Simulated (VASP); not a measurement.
# Si8NO16 (a cell with a defect): single point with PBE

Si8NO16 (a cell with a defect):

```
CELL_PARAMETERS angstrom
-4.14870 -4.14870 0.00000
4.14870 -4.14870 0.00000
0.00000 0.00000 5.31460
ATOMIC_POSITIONS crystal
Si 0.48552 0.50205 0.99027
Si 0.97416 0.46592 0.23063
Si 0.48235 0.49838 0.49291
Si 0.98643 0.50396 0.73691
Si 0.97945 0.99571 0.98638
Si 0.48812 0.00594 0.24908
Si 0.99791 0.02222 0.51455
Si 0.49163 0.00743 0.74897
O 0.18213 0.48751 0.98851
O 0.98087 0.17913 0.24110
O 0.78421 0.47799 0.97625
O 0.10476 0.81300 0.35019
O 0.17822 0.46766 0.48981
O 0.98380 0.19839 0.75447
O 0.78992 0.49297 0.49076
O 0.98693 0.80551 0.74490
O 0.67762 0.00467 0.99285
O 0.48834 0.69754 0.24425
O 0.28900 0.00239 0.99837
O 0.49240 0.30833 0.24005
O 0.69442 0.99737 0.49361
O 0.47937 0.69932 0.73954
O 0.31104 0.04148 0.51145
O 0.49101 0.31008 0.74574
N 0.95282 0.75819 0.18465
```

```json
{"Program": "VASP 6.6.1", "Task": "single point", "Functional": "PBE", "Potentials or basis": "VASP PAW PBE potentials, release 64 (Si, O, N)", "Cutoff": "520 eV", "k mesh": "2 × 2 × 2", "Occupations": "fermi-dirac, width 0.02 eV", "Spin": "collinear spin, ferromagnetic start", "Starting moments": "[0.0, 0.0, 0.0, 0.0, 0.0, 0.0, 0.0, 0.0, 0.0, 0.0, 0.0, 0.0, 0.0, 0.0, 0.0, 0.0, 0.0, 0.0, 0.0, 0.0, 0.0, 0.0, 0.0, 0.0, 1.0] μB"}
```

```yaml
Pressure: 36.3 GPa
Largest_force: 0.361 eV/Å
Band_gap_on_the_k_mesh: 0.52 eV
Net_moment: 1.00 μB per cell
Site_moments: Si +0.00, -0.01, -0.00, +0.01 (each value once); O +0.04, -0.00, +0.20, +0.00, +0.01, +0.02 (each value once); N +0.44 μB
Valence_electrons_inside_the_program's_atomic_spheres: Si 1.50, 1.57, 1.48, 1.49, 1.47, 1.60, 1.53 (each value once); O 5.25, 5.33, 5.29, 5.30, 5.23, 5.24, 5.28, 5.31 (each value once); N 3.95
```

Forces in eV/Å, atoms in the order of the input:
```
Si   0.002  0.000  0.001
Si   0.004 -0.006 -0.001
Si   0.000  0.005  0.002
Si   0.007  0.004  0.009
Si  -0.001  0.022  0.050
Si   0.000  0.006 -0.006
Si   0.002 -0.015  0.008
Si  -0.004 -0.004  0.019
O   -0.009 -0.013  0.003
O   -0.002 -0.001  0.003
O    0.016  0.009  0.001
O   -0.108 -0.237  0.230
O   -0.007 -0.004 -0.012
O    0.027 -0.026  0.017
O    0.006  0.011 -0.005
O   -0.020  0.019 -0.022
O   -0.006 -0.011  0.003
O    0.009 -0.013 -0.005
O    0.014  0.014 -0.004
O   -0.007  0.008  0.000
O   -0.016 -0.020  0.004
O    0.011 -0.014 -0.002
O    0.019  0.023 -0.019
O   -0.016  0.015 -0.006
N    0.079  0.227 -0.269
```

Stress tensor (GPa, compression positive):
```
27.89 -7.88  0.17
-7.88 38.35 -9.92
 0.17 -9.92 42.53
```

Levels at points of the mesh, in eV from the valence-band top:
Spin up:
```
           k point  band 65  band 66  band 67  band 68  band 69  band 70
(0.00, 0.00, 0.00)    -1.23    -1.16    -0.75     5.02     5.97     6.09
(0.50, 0.00, 0.00)    -1.51    -0.84    -0.67     5.90     6.00     6.78
(0.00, 0.50, 0.00)    -1.72    -0.88    -0.77     6.06     6.27     6.78
(0.50, 0.50, 0.00)    -1.80    -1.05    -0.58     6.79     6.82     7.03
(0.00, 0.00, 0.50)    -1.40    -0.96    -0.16     6.46     6.87     6.98
(0.50, 0.00, 0.50)    -1.81    -0.95     0.00     6.71     6.93     7.08
(0.00, 0.50, 0.50)    -1.68    -0.92    -0.17     6.93     7.14     7.25
(0.50, 0.50, 0.50)    -1.71    -0.71    -0.01     7.46     7.95     8.16
```
Spin down:
```tsv
k point	band 63	band 64	band 65	band 66	band 67	band 68	band 69	band 70
(0.00, 0.00, 0.00)	-1.95	-1.73	-1.11	-0.97	0.55	5.04	5.99	6.12
(0.50, 0.00, 0.00)	-2.33	-2.04	-1.44	-0.69	0.70	5.92	6.02	6.80
(0.00, 0.50, 0.00)	-2.14	-2.04	-1.67	-0.62	0.52	6.07	6.30	6.79
(0.50, 0.50, 0.00)	-2.19	-1.79	-1.71	-0.84	0.75	6.82	6.84	7.04
(0.00, 0.00, 0.50)	-2.29	-2.00	-1.36	-0.66	1.14	6.51	6.89	7.01
(0.50, 0.00, 0.50)	-1.95	-1.90	-1.78	-0.71	1.34	6.77	6.94	7.10
(0.00, 0.50, 0.50)	-2.02	-1.72	-1.65	-0.64	1.16	6.99	7.15	7.27
(0.50, 0.50, 0.50)	-2.35	-2.29	-1.64	-0.48	1.31	7.57	7.97	8.18
```

Run time: 6.8 min on 1 thread of Intel(R) Xeon(R) Platinum 8259CL CPU @ 2.50GHz (Skylake/Cascade Lake), on a shared host, peak memory 0.44 GiB.

Caveat: the k points lie up to 0.59 Å⁻¹ apart; semilocal functionals underestimate gaps, and a narrow one can read as zero.
